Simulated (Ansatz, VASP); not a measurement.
One calculation of In3Se, two programs

INCAR

```
SYSTEM = In3Se
PREC     = Accurate       ! precision mode
ENCUT    = 520            ! plane-wave cutoff, eV
EDIFF    = 1E-7           ! SCF threshold, eV
ISMEAR   = -1             ! smearing method
SIGMA    = 0.05           ! smearing width, eV
LREAL    = .FALSE.        ! projectors in reciprocal space
LASPH    = .TRUE.         ! aspherical terms in the spheres
NELM     = 80             ! most SCF steps
ALGO     = Normal         ! electronic algorithm
ISIF     = 2              ! what is computed and relaxed
LWAVE    = .FALSE.        ! write WAVECAR
LCHARG   = .FALSE.        ! write CHGCAR
NBANDS   = 30             ! bands
```

KPOINTS

```
regular mesh
0
G
  6 6 6
  0 0 0
```

POSCAR

```
In3Se
1.0
    4.8979732526      0.0000000000      0.0000000000
    0.0000000000      4.8979732526      0.0000000000
    0.0000000000      0.0000000000      4.8979732526
In Se
3 1
Direct
    0.5000000000      0.5000000000      0.0000000000
    0.5000000000      0.0000000000      0.5000000000
    0.0000000000      0.5000000000      0.5000000000
    0.0000000000      0.0000000000      0.0000000000
```

input.yaml

```yaml
crystal:
  lattice:
    - [4.8979732526, 0.0, 0.0]
    - [0.0, 4.8979732526, 0.0]
    - [0.0, 0.0, 4.8979732526]
  atoms:
    - { symbol: In, position: [0.5, 0.5, 0.0] }
    - { symbol: In, position: [0.5, 0.0, 0.5] }
    - { symbol: In, position: [0.0, 0.5, 0.5] }
    - { symbol: Se, position: [0.0, 0.0, 0.0] }
hamiltonian:
  xc: lda
  pseudopotentials: { kind: paw }
kpoints:
  mp_grid: { grid: [6, 6, 6] }
scf:
  occupations: { method: fermi_dirac, width: 0.05 }
output:
  forces: true
  stress: true
  eigenvalues: true
```

Alike in both runs: task single point; functional LDA; k mesh 6 × 6 × 6; occupations fermi-dirac, width 0.05 eV; no spin polarisation.

|  | VASP | Ansatz |
| --- | --- | --- |
| version | VASP 6.6.1 | Ansatz 0.2.0 |
| potentials or method | VASP PAW LDA potentials, release 64 (In_d, Se) | Ansatz PAW |
| plane-wave cutoff (eV) | 520 | 420 |
| valence electrons in the cell | 45 | 55 |

|  | VASP | Ansatz | Ansatz less VASP |
| --- | --- | --- | --- |
| gap on the k mesh at the Fermi level (eV) | none | none | - |
| pressure (GPa) | -5.5 | -5.5 | +0.01 |

LDA's correlation is that of Perdew and Zunger in VASP and of Perdew and Wang (1992) in Ansatz. A gap of «none» marks a metal or a gap that the smearing closes. VASP's potentials hold 45 valence electrons a cell and Ansatz's 55, so a difference there can come from the potentials and not from the codes.
